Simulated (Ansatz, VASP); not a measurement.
## Hf2ZrC3: VASP beside Ansatz

```
Zr Hf C
1.0
    -1.65117    1.65117    7.00663
     1.65117   -1.65117    7.00663
     1.65117    1.65117   -7.00663
Zr Hf C
1 2 3
Direct
  0.00000 0.00000 0.00000
  0.66701 0.66701 0.00000
  0.33299 0.33299 0.00000
  0.83245 0.83245 0.00000
  0.16755 0.16755 0.00000
  0.50000 0.50000 0.00000
```

Alike in both runs: functional PBE; k mesh 14 × 14 × 14; occupations gaussian, width 0.1 eV; no spin polarisation.

Ansatz relaxed the structure, and its values are those at the end. VASP's run is a single point on that final structure, the one shown.

|  | VASP | Ansatz |
| --- | --- | --- |
| version | VASP 6.6.1 | Ansatz 0.2.0 |
| potentials or method | VASP PAW PBE potentials, release 64 (Zr_sv, Hf_pv, C), cutoff 520 eV | scalar-relativistic, plane waves, PAW |
| valence electrons in the cell | 44 | 76 |

|  | VASP | Ansatz | Ansatz less VASP |
| --- | --- | --- | --- |
| gap on the k mesh at the Fermi level (eV) | none | none | - |
| pressure (GPa) | -0.4 | 0.0 | +0.35 |
| rms of the force components (eV/Å) | 0.009 | 0.002 | -0.0076 |

A gap of «none» marks a metal or a gap that the smearing closes. VASP's potentials hold 44 valence electrons a cell and Ansatz's 76, so a difference there can come from the potentials and not from the codes.

Spin-orbit coupling is off throughout.
